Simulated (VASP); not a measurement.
# Li (Im-3m) in VASP: notebook, part 2 of 2

VASP 6.6.1.

**3. Relaxation of cell and atoms, PBEsol, target pressure 10 GPa, at which the enthalpy is minimised**

INCAR reads:

```
PREC = Accurate ; ENCUT = 600
EDIFF = 1E-6 ; ISMEAR = 1
SIGMA = 0.1 ; LREAL = False
LASPH = True ; NELM = 60
ALGO = Normal ; ISIF = 3
LWAVE = False ; LCHARG = False
GGA = PS ; IBRION = 2
NSW = 80 ; EDIFFG = -0.01
PSTRESS = 100.0
```

KPOINTS reads:

```
regular mesh
0
Gamma
  11 11 11
```

POSCAR reads:

```
Li
1.0
   -1.7546500000      1.7546500000      1.7546500000
    1.7546500000     -1.7546500000      1.7546500000
    1.7546500000      1.7546500000     -1.7546500000
Li
1
Direct
    0.0000000000      0.0000000000      0.0000000000
```

Potentials or basis: VASP PAW PBE potentials, release 64 (Li_sv).

Started as:

```bash
$ cat potpaw_PBE.64/Li_sv/POTCAR > POTCAR
$ mpirun -np 1 vasp_std > vasp.out
```

OUTCAR:

```text
PREC = Accurate
   ENCUT = 600
   EDIFF = 1E-6
   ISMEAR = 1
   LREAL = False
   LASPH = True
   NELM = 60
   ISIF = 3
   GGA = PS
   IBRION = 2
   NSW = 80
   EDIFFG = -0.01
   PSTRESS = 100.0

 ion  position               nearest neighbor table
   1  0.000  0.000  0.000-

  LATTYP: Found a body centered cubic cell.
 ALAT       =     3.5093000000

  Lattice vectors:

 A1 = (  -1.7546500000,   1.7546500000,   1.7546500000)
 A2 = (   1.7546500000,  -1.7546500000,   1.7546500000)
 A3 = (   1.7546500000,   1.7546500000,  -1.7546500000)

Analysis of symmetry for initial positions (statically):
=====================================================================
 Subroutine PRICEL returns:
 Original cell was already a primitive cell.

 Routine SETGRP: Setting up the symmetry group for a
 body centered cubic supercell.

 Subroutine GETGRP returns: Found 48 space group operations
 (whereof 48 operations were pure point group operations)
 out of a pool of 48 trial point group operations.

The static configuration has the point symmetry O_h .

Analysis of symmetry for dynamics (positions and initial velocities):
=====================================================================
 Subroutine PRICEL returns:
 Original cell was already a primitive cell.

 Routine SETGRP: Setting up the symmetry group for a
 body centered cubic supercell.

 Subroutine GETGRP returns: Found 48 space group operations
 (whereof 48 operations were pure point group operations)
 out of a pool of 48 trial point group operations.

The dynamic configuration has the point symmetry O_h .

 Subroutine INISYM returns: Found 48 space group operations
 (whereof 48 operations are pure point group operations),
 and found     1 'primitive' translations

----------------------------------------------------------------------------------------

                                     Primitive cell

  volume of cell :      21.6088

[... 105 lines left out ...]
     AMIX     =   0.40;   BMIX     =  1.00
     AMIX_MAG =   1.60;   BMIX_MAG =  1.00
  volume/ion in A,a.u.               =      21.61       145.82
  Fermi-wavevector in a.u.,A,eV,Ry     =   0.847692  1.601906  9.776898  0.718582
  Thomas-Fermi vector in A             =   1.963238
   LORBIT       =      0    0 simple, 1 ext, 2 COOP (PROOUT), +10 PAW based schemes
   GGA     = PS    functional components
   LHFCALC =     F    Hartree Fock is set to
   AEXX    =    0.0000 exact exchange contribution
   IVDW    =     0    specifies the selected vdW correction
   LEPSILON=     F    determine dielectric tensor
   LRPA    =     F    only Hartree local field effects (RPA)
 conjugate gradient relaxation of ions
 non-spin polarized calculation
 Methfessel and Paxton  Order N= 1 SIGMA  =   0.10
  energy-cutoff  :      600.00
  volume of cell :       21.61
 maximum number of plane-waves:       730
   NGX = 13   NGY = 13   NGZ = 13

--------------------------------------- Ionic step        1  -------------------------------------------

 number of electron       2.9999991 magnetization

 Free energy of the ion-electron system (eV)
  ---------------------------------------------------
  ext. energy  EPLUGINS =         0.00000000
  ---------------------------------------------------
  free energy    TOTEN  =        -1.96602897 eV

  energy without entropy =       -1.96527413  energy(sigma->0) =       -1.96577736

------------------------ aborting loop because EDIFF is reached ----------------------------------------

  FORCE on cell =-STRESS in cart. coord.  units (eV):
  Direction    XX          YY          ZZ          XY          YZ          ZX
  --------------------------------------------------------------------------------------
  -------------------------------------------------------------------------------------
  Total       -0.1237975     -0.1237975     -0.1237975     -0.0000000      0.0000000     -0.0000000
  in kB       -9.1789085     -9.1789085     -9.1789085     -0.0000000      0.0000000     -0.0000000
  external PRESSURE =    -109.1789085 kB  Pullay stress =     100.0000000 kB
[... 24 lines left out ...]
--------------------------------------- Ionic step        2  -------------------------------------------

 number of electron       2.9999993 magnetization

 E-fermi :   1.0887     XC(G=0):  -7.4134

 val. band max:        1.0747609146   @ k =  -0.3636   0.4545   0.0909
 cond. band min:       1.2788108848   @ k =  -0.4545   0.4545   0.0909
 fundamental gap:      0.2040499702
 Fermi energy:         1.0887123088

 k-point     1 :       0.0000    0.0000    0.0000
  band No.  band energies     occupation
      1     -44.5542      2.00000
      2      -2.6635      2.00000
      3      17.4236      0.00000
      4      17.4236      0.00000
      5      17.4236      0.00000
[... 294 lines left out ...]
--------------------------------------- Ionic step        5  -------------------------------------------

 number of electron       2.9999998 magnetization

 Free energy of the ion-electron system (eV)
  ---------------------------------------------------
  ext. energy  EPLUGINS =         0.00000000
  ---------------------------------------------------
  free energy    TOTEN  =        -1.82625771 eV

  energy without entropy =       -1.82554851  energy(sigma->0) =       -1.82602131

 E-fermi :   1.8951     XC(G=0):  -8.0355

 val. band max:        1.8860342122   @ k =  -0.3636   0.4545   0.0909
 cond. band min:       2.0478552109   @ k =  -0.4545   0.4545   0.0909
 fundamental gap:      0.1618209986
 Fermi energy:         1.8951396720

 k-point     1 :       0.0000    0.0000    0.0000
  band No.  band energies     occupation
      1     -43.4373      2.00000
      2      -2.0983      2.00000
      3      21.0257      0.00000
      4      21.0257      0.00000
      5      21.0257      0.00000
[... 216 lines left out ...]
  energy  without entropy=       -1.8255485137  energy(sigma->0) =       -1.82602131

  enthalpy is  TOTEN    =        -0.9670168506 eV   P V=        0.8592408626

 reached required accuracy - stopping structural energy minimisation
```

OSZICAR:

```text
N       E                     dE             d eps       ncg     rms          rms(c)
DAV:   1     0.431685770404E+00    0.43169E+00   -0.78634E+02   560   0.471E+02
DAV:   2    -0.184466456234E+01   -0.22764E+01   -0.21403E+01   780   0.577E+01
DAV:   3    -0.196427655508E+01   -0.11961E+00   -0.11946E+00   710   0.101E+01
[... 36 lines left out ...]
DAV:   1    -0.182647227641E+01   -0.88422E-02   -0.89450E-03   720   0.983E-01    0.185E-01
DAV:   2    -0.182634883000E+01    0.12345E-03   -0.52330E-04   625   0.299E-01    0.114E-01
DAV:   3    -0.182625739910E+01    0.91431E-04   -0.27636E-04   830   0.134E-01    0.202E-02
DAV:   4    -0.182625776247E+01   -0.36337E-06   -0.17359E-05   720   0.474E-02    0.449E-03
DAV:   5    -0.182625771319E+01    0.49280E-07   -0.18854E-06   535   0.150E-02
   5 F= -.96701685E+00 E0= -.96678045E+00  d E =-.349705E+00
```

CONTCAR:

```text
Li
   1.00000000000000
    -1.5098084018777431    1.5098084018777431    1.5098084018777431
     1.5098084018777431   -1.5098084018777431    1.5098084018777431
     1.5098084018777431    1.5098084018777431   -1.5098084018777431
  Li
     1
Direct
     0.0000000000000000    0.0000000000000000    0.0000000000000000

  0.00000000E+00  0.00000000E+00  0.00000000E+00
```

It took 10 s on 1 thread of Intel Xeon Platinum 8259CL at 2.50GHz (Skylake/Cascade Lake), shared host; peak memory 0.13 GiB.

What came out:

```yaml
Free_energy: -1.8263 eV
Relaxed_volume: 13.77 Å³/atom
Relaxed_cell: a = 2.615 Å, b = 2.615 Å, c = 2.615 Å, α = 109.47°, β = 109.47°, γ = 109.47°
Space_group_after_relaxing_to_0.1_Å: Im-3m (No. 229)
Energy_change_on_relaxing_the_run_minimises_the_enthalpy: +139.8 meV/atom
Ionic_steps: 5
Pressure_after_relaxing: 9.9 GPa
Band_gap_on_the_k_mesh: zero (an odd number of electrons rules out a gap without spin polarisation)
```

Step by step:
```tsv
step	energy change (eV)	largest force (eV/Å)	pressure (GPa)	volume (Å³)
1	0.0000	0.0000	-0.92	21.61
2	0.0138	0.0000	2.52	17.32
3	0.0891	0.0000	7.26	14.72
4	0.1484	0.0000	10.38	13.63
5	0.1398	0.0000	9.92	13.77
```

Final structure:
```cif
data_structure
_symmetry_space_group_name_H-M 'P 1'
_symmetry_Int_Tables_number 1
_cell_length_a 2.6151
_cell_length_b 2.6151
_cell_length_c 2.6151
_cell_angle_alpha 109.471
_cell_angle_beta 109.471
_cell_angle_gamma 109.471
_cell_volume 13.77
loop_
_atom_site_label
_atom_site_type_symbol
_atom_site_fract_x
_atom_site_fract_y
_atom_site_fract_z
_atom_site_occupancy
Li1 Li 0.00000 0.00000 0.00000 1
```

Levels at points of the mesh, in eV from the Fermi level:
```tsv
k point	band 1	band 2	band 3	band 4	band 5
(0.00, 0.00, 0.00)	-45.33	-3.99	19.13	19.13	19.13
```

Caveat: the cutoff is under 1.25 times the usual one of these potentials, so pressure, stress and relaxed cells hold a basis-set (Pulay) error; the cell is relaxed towards a set pressure, so the run minimises the enthalpy, not the energy; the volume moved by over 15 % at a fixed basis, so the end points are rough; the PAW data sets were made with another functional, which shifts forces and pressure a little.

**4. Relaxation of cell and atoms, PBEsol, target pressure 20 GPa, at which the enthalpy is minimised**

INCAR reads:

```
  PREC = Accurate
  ENCUT = 600
  EDIFF = 1E-6
  ISMEAR = 1
  SIGMA = 0.1
  LREAL = F
  LASPH = T
  NELM = 100
  ALGO = Normal
  ISIF = 3
  LWAVE = F
  LCHARG = F
  GGA = PS
  IBRION = 2
  NSW = 80
  EDIFFG = -0.01
  PSTRESS = 200.0
```

KPOINTS reads:

```
Automatic mesh
0
Gamma
  11 11 11
```

POSCAR is that of step 3.

Started as:

```bash
$ cat potpaw_PBE.64/Li_sv/POTCAR > POTCAR
$ mpirun -np 1 vasp_std > vasp.out
```

It took 22 s on 1 thread of Intel Xeon Platinum 8259CL at 2.50GHz (Skylake/Cascade Lake), shared host; peak memory 0.13 GiB.

The run converged. Its results:

| Item | Value |
| --- | --- |
| Free energy | -1.6217 eV |
| Relaxed volume | 11.49 Å³/atom |
| Relaxed cell | a = 2.462 Å, b = 2.462 Å, c = 2.462 Å, α = 109.47°, β = 109.47°, γ = 109.47° |
| Space group after relaxing (to 0.1 Å) | Im-3m (No. 229) |
| Energy change on relaxing (the run minimises the enthalpy) | +344.4 meV/atom |
| Ionic steps | 19 |
| Pressure after relaxing | 20.0 GPa |
| Band gap on the k mesh | zero (an odd number of electrons rules out a gap without spin polarisation) |

Step by step:
| step | energy change (eV) | largest force (eV/Å) | pressure (GPa) | volume (Å³) |
| --- | --- | --- | --- | --- |
| 1 | 0.0000 | 0.0000 | -0.92 | 21.61 |
| 2 | 0.1298 | 0.0000 | 9.42 | 13.93 |
| 3 | 0.2770 | 0.0000 | 16.76 | 12.08 |
| 4 | 0.3491 | 0.0000 | 20.23 | 11.46 |
| 5 | 0.3290 | 0.0000 | 19.25 | 11.62 |
| 6 | 0.3293 | 0.0000 | 19.25 | 11.62 |
| 7 | 0.3300 | 0.0000 | 19.26 | 11.61 |
| 8 | 0.3300 | 0.0000 | 19.30 | 11.61 |
| 9 | 0.3300 | 0.0000 | 19.30 | 11.61 |
| 10 | 0.3300 | 0.0000 | 19.30 | 11.61 |
| 11 | 0.3301 | 0.0000 | 19.30 | 11.61 |
| 12 | 0.3303 | 0.0000 | 19.31 | 11.61 |
| 13 | 0.3307 | 0.0000 | 19.31 | 11.61 |
| 14 | 0.3314 | 0.0000 | 19.33 | 11.60 |
| 15 | 0.3328 | 0.0000 | 19.44 | 11.59 |
| 16 | 0.3356 | 0.0000 | 19.57 | 11.57 |
| 17 | 0.3413 | 0.0000 | 19.85 | 11.52 |
| 18 | 0.3529 | 0.0000 | 20.41 | 11.43 |
| 19 | 0.3444 | 0.0000 | 19.98 | 11.49 |

Final structure:
```
CELL_PARAMETERS angstrom
-1.42172 1.42172 1.42172
1.42172 -1.42172 1.42172
1.42172 1.42172 -1.42172
ATOMIC_POSITIONS crystal
Li 0.00000 0.00000 0.00000
```

Levels at points of the mesh, in eV from the Fermi level:
```
           k point  band 1  band 2  band 3  band 4  band 5
(0.00, 0.00, 0.00)  -45.17   -4.11   21.57   21.57   21.57
```

Caveat: the cutoff is under 1.25 times the usual one of these potentials, so pressure, stress and relaxed cells hold a basis-set (Pulay) error; the cell is relaxed towards a set pressure, so the run minimises the enthalpy, not the energy; the volume moved by over 15 % at a fixed basis, so the end points are rough; the PAW data sets were made with another functional, which shifts forces and pressure a little.

**5. Overview**

| cell | gap on the mesh (eV) | pressure (GPa) |
| --- | --- | --- |
| relaxed to 5 GPa | none | 5.0 |
| relaxed to 10 GPa | none | 9.9 |
| relaxed to 20 GPa | none | 20.0 |

Alike in all rows: task relaxation of cell and atoms; level PBEsol; potentials or basis VASP PAW PBE potentials, release 64 (Li_sv); no spin polarisation; k mesh 11 × 11 × 11; cutoff (eV) 600; smearing methfessel-paxton 0.1 eV.

Caveats: the cutoff is under 1.25 times the usual one of these potentials, so pressure, stress and relaxed cells hold a basis-set (Pulay) error; the cell is relaxed towards a set pressure, so the run minimises the enthalpy, not the energy; the volume moved by over 15 % at a fixed basis, so the end points are rough; the PAW data sets were made with another functional, which shifts forces and pressure a little.

Absolute energies hang on the potentials; compare differences alone.
